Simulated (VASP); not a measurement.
# NaAl15N15 (a cell with a defect) in VASP: a series of runs

The runs below take NaAl15N15 (a cell with a defect) through single point, relaxation of the atoms, with PBE.

Everything below comes from runs of VASP 6.6.1. Logs are shortened: lines on timing, memory, paths and dates and some standing lists are left out, and cuts for length are marked.

**1. The cell of the first run**

The cell holds a defect, 31 atoms: a = 6.260 Å, b = 6.260 Å, c = 10.035 Å, α = 90.00°, β = 90.00°, γ = 120.00°.

**2. Single point, PBE, collinear spin**

INCAR

```
PREC = Accurate
ENCUT = 520
EDIFF = 1E-6
ISMEAR = 0
SIGMA = 0.01
LREAL = Auto
LASPH = True
NELM = 200
ALGO = Normal
ISIF = 2
LWAVE = False
LCHARG = True
ISPIN = 2
MAGMOM = 0.02 0 0 0 0.01 0 0 0 0.01 0 0 0 0 0 0 0.02 0.02 0 0.01 0.04 0.02 0 0.02 0.03 0.02 0 0.02 0.07 0 0 0
LORBIT = 11
NUPDOWN = 1.0
GGA = PE
LELF = True
LVHAR = True
NBANDS = 88
GGA_COMPAT = False
ISYM = -1
```

KPOINTS

```
explicit points
1
Reciprocal
  0.25000000   0.25000000   0.25000000 1
```

POSCAR

```
NaAl15N15
1.0
    6.2595139102      0.0000000601      0.0000000000
   -3.1297570100      5.4208980298      0.0000000000
    0.0000000000      0.0000000000     10.0348065900
Al Na N
15 1 15
Direct
    0.3346127716      0.1654569427      0.2255271930
    0.3319745472      0.1688935241      0.7545301211
    0.1648034939      0.3357437059      0.9944545217
    0.3354723066      0.6703247347      0.2508413235
    0.1548089280      0.7994216777      0.5052915000
    0.3323201517      0.6627313804      0.7519342248
    0.1631771115      0.8307650835      0.9990500569
    0.8303639933      0.1650948751      0.2508172019
    0.7026016365      0.3463749821      0.5055427508
    0.8377352287      0.1681316156      0.7520466890
    0.6697034676      0.3373969630      0.9991540732
    0.8307625889      0.6691833194      0.2511692985
    0.6603897272      0.8400275956      0.5013157848
    0.8303752508      0.6708962590      0.7504465437
    0.6652305388      0.8352363623      1.0004887849
    0.1940873038      0.3064289999      0.4911550987
    0.1674111103      0.3337370829      0.1893446787
    0.3339694852      0.1665917598      0.9459615038
    0.1687800332      0.3314351800      0.7106786023
    0.3450207765      0.6953768024      0.4329426311
    0.1616570539      0.8282515012      0.1891014463
    0.3325422428      0.6728487310      0.9426236221
    0.1676057307      0.8346779748      0.6906423539
    0.8050317232      0.1551846220      0.4328387993
    0.6715014478      0.3379348498      0.1891976820
    0.8276175936      0.1678998563      0.9426533256
    0.6666989513      0.3338126142      0.6906611633
    0.8299539425      0.6705234995      0.4419342157
    0.6681475388      0.8321875705      0.1880888236
    0.8308451245      0.6697079173      0.9390657214
    0.6660440259      0.8344521355      0.6919775930
```

Potentials or basis: VASP PAW PBE potentials, release 64 (Al, Na_pv, N).

Launch:

```console
cat potpaw_PBE.64/Al/POTCAR potpaw_PBE.64/Na_pv/POTCAR potpaw_PBE.64/N/POTCAR > POTCAR
mpirun -np 1 vasp_std > vasp.out
```

OUTCAR:

```text
PREC = Accurate
   ENCUT = 520
   EDIFF = 1E-6
   ISMEAR = 0
   LREAL = Auto
   LASPH = True
   NELM = 200
   ISIF = 2
   ISPIN = 2
   LORBIT = 11
   NUPDOWN = 1.0
   GGA = PE
   ISYM = -1

 ion  position               nearest neighbor table
   1  0.335  0.165  0.226-  17 1.85  25 1.86  21 1.86   7 2.91  11 2.91   3 2.96  16 3.07   4 3.11
                             8 3.11  12 3.14  12 3.14   8 3.17   4 3.17
   2  0.332  0.169  0.755-  19 1.82  18 1.92  23 1.92  27 1.92   3 3.01  16 3.04  11 3.06   7 3.06
                             6 3.09  10 3.09  14 3.13  14 3.13  10 3.17   6 3.17   5 3.20   9 3.21
   3  0.165  0.336  0.994-  18 1.90  22 1.90  26 1.90  17 1.96   1 2.96  10 3.01   6 3.01   2 3.01
                             7 3.10  11 3.10  15 3.13  15 3.13   8 3.15   4 3.15  11 3.16   7 3.16
   4  0.335  0.670  0.251-  20 1.83  21 1.90  29 1.91  17 1.93   5 3.06  13 3.07  15 3.08   8 3.10
                            12 3.10   7 3.10   1 3.11   3 3.15  12 3.16   8 3.16   1 3.17
   5  0.155  0.799  0.505-  20 1.77  23 1.87  28 1.88   9 2.83   6 3.01  14 3.03  13 3.05   4 3.06
                            16 3.06  12 3.10   2 3.20  13 3.23
   6  0.332  0.663  0.752-  19 1.84  31 1.91  22 1.91  23 1.93   5 3.01   3 3.01  15 3.08   7 3.08
                            13 3.08   2 3.09  14 3.09  10 3.10  10 3.16  14 3.17   2 3.17
   7  0.163  0.831  0.999-  22 1.86  18 1.90  30 1.90  21 1.91   1 2.91   2 3.06  14 3.08   6 3.08
                            11 3.09   3 3.10   4 3.10  12 3.11  15 3.13  15 3.13   3 3.16  11 3.17
   8  0.830  0.165  0.251-  24 1.83  25 1.90  29 1.91  17 1.93   9 3.06  13 3.07  15 3.08   4 3.10
                            11 3.10  12 3.11   1 3.11   3 3.15  12 3.15   4 3.16   1 3.17
   9  0.703  0.346  0.506-  24 1.77  27 1.87  28 1.88   5 2.83  10 3.00  14 3.03  13 3.05   8 3.06
                            16 3.07  12 3.10   2 3.21  13 3.23
  10  0.838  0.168  0.752-  19 1.84  31 1.91  26 1.91  27 1.93   9 3.00   3 3.01  15 3.08  11 3.08
                            13 3.08  14 3.09   2 3.09   6 3.10   6 3.16   2 3.17  14 3.17
  11  0.670  0.337  0.999-  26 1.86  18 1.90  30 1.90  25 1.91   1 2.91   2 3.06  10 3.08  14 3.08
                             7 3.09  12 3.10   8 3.10   3 3.10  15 3.13  15 3.13   3 3.16   7 3.17
  12  0.831  0.669  0.251-  29 1.88  21 1.90  25 1.90  28 1.91  15 3.09   9 3.10   5 3.10  11 3.10
                             4 3.10   8 3.11   7 3.11  13 3.12   1 3.14   1 3.14   8 3.15   4 3.16
  13  0.660  0.840  0.501-  24 1.84  20 1.84  31 1.91  28 1.93   5 3.05   9 3.05   4 3.07   8 3.07
                             6 3.08  10 3.08  14 3.10  12 3.12   5 3.23   9 3.23
  14  0.830  0.671  0.750-  31 1.87  30 1.89  27 1.92  23 1.92   9 3.03   5 3.03   7 3.08  15 3.08
                            11 3.08  10 3.09   6 3.09  13 3.10   2 3.13   2 3.13   6 3.17  10 3.17
  15  0.665  0.835  0.000-  29 1.88  26 1.89  22 1.89  30 1.90  10 3.08   6 3.08  14 3.08   4 3.08
                             8 3.08  12 3.09   7 3.13  11 3.13   3 3.13  11 3.13   3 3.13   7 3.13
  16  0.194  0.306  0.491-  20 2.20  24 2.21  19 2.22   2 3.04   5 3.06   9 3.07   1 3.07
  17  0.167  0.334  0.189-   1 1.85   4 1.93   8 1.93   3 1.96
  18  0.334  0.167  0.946-  11 1.90   7 1.90   3 1.90   2 1.92
  19  0.169  0.331  0.711-   2 1.82  10 1.84   6 1.84  16 2.22
[... 185 lines left out ...]
  band No.  band energies     occupation
      1     -15.3697      1.00000
      2     -15.3501      1.00000
      3     -15.3125      1.00000
      4      -9.0090      1.00000
      5      -8.6256      1.00000
      6      -8.4478      1.00000
[... 67 lines left out ...]
     74      12.2136      0.00000
     75      12.3813      0.00000
 Fermi energy:         6.2017894539

 spin component 2

 k-point     1 :       0.2500    0.2500    0.2500
  band No.  band energies     occupation
      1     -15.3289      1.00000
      2     -15.3171      1.00000
      3     -15.2964      1.00000
      4      -8.9910      1.00000
      5      -8.5899      1.00000
      6      -8.4293      1.00000
[... 67 lines left out ...]
     74      12.2683      0.00000
     75      12.4293      0.00000
 [bands above 75 left out]

------------------------ aborting loop because EDIFF is reached ----------------------------------------

  FORCE on cell =-STRESS in cart. coord.  units (eV):
  Direction    XX          YY          ZZ          XY          YZ          ZX
  --------------------------------------------------------------------------------------
  -------------------------------------------------------------------------------------
  Total        8.7414597      2.1652662     12.9257710     -5.7520288      0.3231847     -0.0879068
  in kB       41.1314184     10.1882836     60.8199677    -27.0651710      1.5206893     -0.4136303
  external PRESSURE =      37.3798899 kB  Pullay stress =       0.0000000 kB

 VOLUME and BASIS-vectors are now :
 -----------------------------------------------------------------------------
  energy-cutoff  :      520.00
  volume of cell :      340.50
      direct lattice vectors                 reciprocal lattice vectors
     6.259513910  0.000000060  0.000000000     0.159756813  0.092235641  0.000000000
    -3.129757010  5.420898030  0.000000000    -0.000000002  0.184471279  0.000000000
     0.000000000  0.000000000 10.034806590     0.000000000  0.000000000  0.099653141

 POSITION                                       TOTAL-FORCE (eV/Angst)
 -----------------------------------------------------------------------------------
      1.57667      0.89693      2.26312        -0.010456      0.001484     -0.013428
      1.54940      0.91555      7.57156         0.024460     -0.012489      0.003447
     -0.01921      1.82003      9.97916         0.000295     -0.000273     -0.025733
      0.00194      3.63376      2.51714        -0.008654     -0.014317     -0.005424
     -1.53297      4.33358      5.07050        -0.009448      0.000272      0.001799
      0.00597      3.59260      7.54551         0.004380      0.005014     -0.001672
[... 23 lines left out ...]
      3.10466      3.63042      9.42334         0.004413     -0.001413     -0.008066
      1.55748      4.52348      6.94386        -0.006786      0.001399     -0.001287
 -----------------------------------------------------------------------------------
    total drift:                               -0.002276      0.001852      0.012680

  FREE ENERGIE OF THE ION-ELECTRON SYSTEM (eV)
  ---------------------------------------------------
  free  energy   TOTEN  =      -222.1721608372 eV

  energy  without entropy=     -222.1721608372  energy(sigma->0) =     -222.17216084

 total charge

# of ion       s       p       d       tot
------------------------------------------
    1        0.398   0.414   0.000   0.812
    2        0.374   0.437   0.000   0.811
    3        0.371   0.421   0.000   0.793
    4        0.374   0.437   0.000   0.810
    5        0.390   0.433   0.000   0.823
    6        0.377   0.434   0.000   0.811
[... 23 lines left out ...]
   30        1.230   2.619   0.000   3.849
   31        1.230   2.616   0.000   3.846
--------------------------------------------------
tot         24.282  51.741   0.000  76.023

 magnetization (x)

# of ion       s       p       d       tot
------------------------------------------
    1        0.007   0.028   0.000   0.035
    2        0.000  -0.000   0.000  -0.000
    3        0.000   0.001   0.000   0.001
    4       -0.000  -0.000   0.000  -0.000
    5        0.003   0.018   0.000   0.022
    6        0.000   0.000   0.000   0.001
[... 23 lines left out ...]
   30       -0.000   0.000   0.000   0.000
   31       -0.000  -0.000   0.000  -0.000
--------------------------------------------------
tot          0.038   0.293   0.000   0.331
```

Wall time 98 s (1 thread of AMD EPYC 9R45 (Zen 5), shared host); peak memory 0.54 GiB.

Results:

| Property | Result |
| --- | --- |
| Free energy | -222.1722 eV |
| Pressure | 3.7 GPa |
| Largest force | 0.036 eV/Å |
| Net moment | 1.00 μB per cell |
| Site moments | Al +0.04, -0.00, +0.00, +0.02 (each value once); Na +0.03; N +0.02, -0.00, +0.01, +0.03, +0.00, +0.06 (each value once) μB |
| Valence electrons inside the program's atomic spheres | Al 0.81, 0.79, 0.82 (each value once); Na 6.15; N 3.82, 3.85, 3.84, 3.86, 3.83 (each value once) |

Forces on the atoms (eV/Å):
```
Al  -0.010  0.001 -0.013
Al   0.024 -0.012  0.003
Al   0.000  0.000 -0.026
Al  -0.009 -0.014 -0.005
Al  -0.009  0.000  0.002
Al   0.004  0.005 -0.002
Al   0.000  0.002  0.006
Al   0.004  0.006 -0.017
Al   0.001  0.012 -0.007
Al  -0.006 -0.001 -0.004
Al   0.002 -0.005 -0.002
Al  -0.002  0.001 -0.002
Al   0.013 -0.004 -0.006
Al   0.000 -0.004  0.002
Al  -0.003  0.000  0.014
Na   0.024 -0.014 -0.009
N   -0.007  0.006  0.010
N   -0.001 -0.001  0.002
N   -0.025  0.012  0.023
N    0.014  0.008 -0.001
N    0.003 -0.004  0.004
N    0.004  0.006  0.000
N   -0.005  0.013  0.003
N   -0.001 -0.016  0.011
N    0.009  0.005  0.007
N   -0.006 -0.004  0.005
N   -0.014 -0.002  0.008
N   -0.007  0.001  0.012
N    0.003  0.003 -0.008
N    0.004 -0.001 -0.008
N   -0.007  0.001 -0.001
```

Stress tensor (GPa, compression positive):
```
 4.11 -2.71 -0.04
-2.71  1.02  0.15
-0.04  0.15  6.08
```

Caveat: the total moment is fixed, so each spin has its own Fermi level and the state may be an excited one.

**3. Relaxation of the atoms, PBE**

INCAR

```
ALGO = Normal
EDIFF = 1E-7
EDIFFG = -0.03
ENCUT = 520
GGA = PE
GGA_COMPAT = F
IBRION = 2
ISIF = 2
ISMEAR = 0
ISYM = -1
LASPH = T
LCHARG = F
LREAL = Auto
LWAVE = F
NELECT = 128.0
NELM = 120
NELMIN = 4
NSW = 100
PREC = Accurate
SIGMA = 0.01
```

KPOINTS is that of step 2.

POSCAR

```
NaAl15N15
1.0
    6.2595139100      0.0000000600      0.0000000000
   -3.1297570100      5.4208980300      0.0000000000
    0.0000000000      0.0000000000     10.0348065900
Al Na N
15 1 15
Direct
    0.3333333300      0.1666666700      0.2496176900
    0.3333333300      0.1666666700      0.7496176900
    0.1666666700      0.3333333300      0.9996176900
    0.3333333300      0.6666666700      0.2496176900
    0.1666666700      0.8333333300      0.4996176900
    0.3333333300      0.6666666700      0.7496176900
    0.1666666700      0.8333333300      0.9996176900
    0.8333333300      0.1666666700      0.2496176900
    0.6666666700      0.3333333300      0.4996176900
    0.8333333300      0.1666666700      0.7496176900
    0.6666666700      0.3333333300      0.9996176900
    0.8333333300      0.6666666700      0.2496176900
    0.6666666700      0.8333333300      0.4996176900
    0.8333333300      0.6666666700      0.7496176900
    0.6666666700      0.8333333300      0.9996176900
    0.1666666700      0.3333333300      0.4996176900
    0.1666666700      0.3333333300      0.1903823100
    0.3333333300      0.1666666700      0.9403823100
    0.1666666700      0.3333333300      0.6903823100
    0.3333333300      0.6666666700      0.4403823100
    0.1666666700      0.8333333300      0.1903823100
    0.3333333300      0.6666666700      0.9403823100
    0.1666666700      0.8333333300      0.6903823100
    0.8333333300      0.1666666700      0.4403823100
    0.6666666700      0.3333333300      0.1903823100
    0.8333333300      0.1666666700      0.9403823100
    0.6666666700      0.3333333300      0.6903823100
    0.8333333300      0.6666666700      0.4403823100
    0.6666666700      0.8333333300      0.1903823100
    0.8333333300      0.6666666700      0.9403823100
    0.6666666700      0.8333333300      0.6903823100
```

Potentials or basis: VASP PAW PBE potentials, release 64 (Al, Na_pv, N).

Launch:

```console
cat potpaw_PBE.64/Al/POTCAR potpaw_PBE.64/Na_pv/POTCAR potpaw_PBE.64/N/POTCAR > POTCAR
mpirun -np 1 vasp_std > vasp.out
```

Wall time 8.8 min (1 thread of AMD EPYC 9R45 (Zen 5), shared host); peak memory 0.45 GiB.

Results (log left out):

```
Free energy                  : -214.9043 eV
Energy gained by relaxing    : 58.6 meV/atom
Ionic steps                  : 20
Largest force after relaxing : 0.016 eV/Å
```

Forces on the atoms (eV/Å):
```
Al  -0.007  0.004 -0.004
Al  -0.001  0.000  0.005
Al  -0.006  0.004  0.006
Al   0.005 -0.003  0.008
Al   0.008 -0.003 -0.004
Al   0.000  0.008  0.001
Al   0.000  0.001  0.007
Al   0.005 -0.003  0.009
Al   0.006 -0.005 -0.003
Al  -0.010 -0.004  0.000
Al  -0.001 -0.001  0.007
Al   0.007 -0.005 -0.006
Al   0.005 -0.003  0.000
Al  -0.002  0.001 -0.011
Al   0.001  0.000  0.001
Na   0.001 -0.001 -0.011
N   -0.005  0.003 -0.012
N   -0.007  0.004  0.012
N   -0.011  0.009 -0.007
N    0.003  0.000 -0.010
N    0.008  0.002 -0.003
N   -0.002  0.001  0.006
N    0.003  0.009  0.004
N    0.002 -0.002 -0.011
N    0.002 -0.008 -0.003
N   -0.002  0.001  0.006
N   -0.005 -0.006  0.004
N    0.006 -0.003 -0.007
N    0.001 -0.001 -0.005
N    0.001  0.000  0.014
N   -0.002  0.001  0.005
```

Step by step:
```tsv
step	energy change (eV)	largest force (eV/Å)	pressure (GPa)
1	0.0000	4.7620	6.95
2	-1.2636	2.5273	8.02
3	-1.5983	0.9906	7.11
4	-1.7503	0.4958	6.98
5	-1.7549	0.4079	6.98
6	-1.7887	0.2825	6.94
7	-1.7887	0.2933	6.93
8	-1.8009	0.1661	6.94
9	-1.8021	0.2231	6.94
10	-1.8094	0.1164	6.88
11	-1.8096	0.1182	6.87
12	-1.8124	0.0867	6.86
13	-1.8124	0.0850	6.86
14	-1.8137	0.0356	6.87
15	-1.8138	0.0481	6.87
16	-1.8144	0.0401	6.86
17	-1.8144	0.0417	6.86
18	-1.8149	0.0321	6.85
19	-1.8149	0.0360	6.85
20	-1.8152	0.0161	6.85
```

Final structure:
```xyz
31
Lattice="6.2595 0.0000 0.0000 -3.1298 5.4209 0.0000 0.0000 0.0000 10.0348" Properties=species:S:1:pos:R:3 pbc="T T T"
Al    1.6023    0.8810    2.5433
Al    1.5493    0.9139    7.5510
Al    0.0002    1.8064    9.9901
Al    0.0118    3.6107    2.5195
Al   -1.5403    4.4856    4.9766
Al   -0.0120    3.6034    7.5286
Al   -1.5743    4.5193    0.0133
Al    4.7044    0.8952    2.5190
Al    3.1722    1.8029    4.9767
Al    4.6960    0.9186    7.5288
Al    3.1227    1.8137    0.0131
Al    3.1201    3.6175    2.5309
Al    1.5145    4.5465    4.9993
Al    3.1092    3.6286    7.4933
Al    1.5566    4.5216   10.0314
Na    0.1913    1.6963    4.9797
N     0.0388    1.7882    1.8962
N     1.5764    0.8965    9.4596
N     0.0064    1.8007    7.1628
N    -0.0152    3.7654    4.3403
N    -1.5666    4.4939    1.9059
N    -0.0255    3.6468    9.4568
N    -1.5671    4.5345    6.8984
N     4.5562    0.8398    4.3399
N     3.1476    1.8148    1.9066
N     4.6531    0.9079    9.4566
N     3.1165    1.8067    6.8975
N     3.1065    3.6276    4.4365
N     1.5913    4.5019    1.8761
N     3.1152    3.6222    9.4094
N     1.5537    4.5229    6.9367
```

Levels at points of the mesh, in eV from the Fermi level:
```csv
k point,band 60,band 61,band 62,band 63,band 64,band 65,band 66,band 67,band 68,band 69
"(0.25, 0.25, 0.25)",-1.93,-1.62,-1.36,-0.74,-0.08,2.41,3.09,4.22,4.51,4.82
```

Caveat: the cell carries a net charge on a neutralising background, which shifts energy and pressure; the cell is charged against a uniform background, so pressure and absolute levels hang on convention.
